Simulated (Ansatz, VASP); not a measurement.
# Si2Mo in VASP and in Ansatz

```
CELL_PARAMETERS angstrom
5.22389 0.00000 0.00000
-2.61194 4.52402 0.00000
0.00000 0.00000 4.10637
ATOMIC_POSITIONS crystal
Si 0.50000 0.00000 0.00000
Si 0.00000 0.50000 0.00000
Si 0.50000 0.50000 0.00000
Si 0.00000 0.00000 0.00000
Mo 0.33333 0.66667 0.50000
Mo 0.66667 0.33333 0.50000
```

Alike in both runs: task relaxation of cell and atoms; functional PBE; k mesh 6 × 6 × 4; occupations gaussian, width 0.1 eV; no spin polarisation.

```csv
,VASP,Ansatz
version,VASP 6.6.1,Ansatz 0.2.0
potentials or method,"VASP PAW PBE potentials, release 64 (Si, Mo_sv), cutoff 600 eV","scalar-relativistic, plane waves, PAW"
valence electrons in the cell,44,44
```

```tsv
	VASP	Ansatz	Ansatz less VASP
gap on the k mesh at the Fermi level, each at its own relaxed structure (eV)	none	none	-
relaxed volume (Å³/atom)	16.29	16.30	+0.013
relaxed cell length with the largest relative difference (Å)	5.286	5.289	+0.0025
```

A gap of «none» marks a metal or a gap that the smearing closes.

The k mesh is coarse, so the values compare programs but aren't converged.
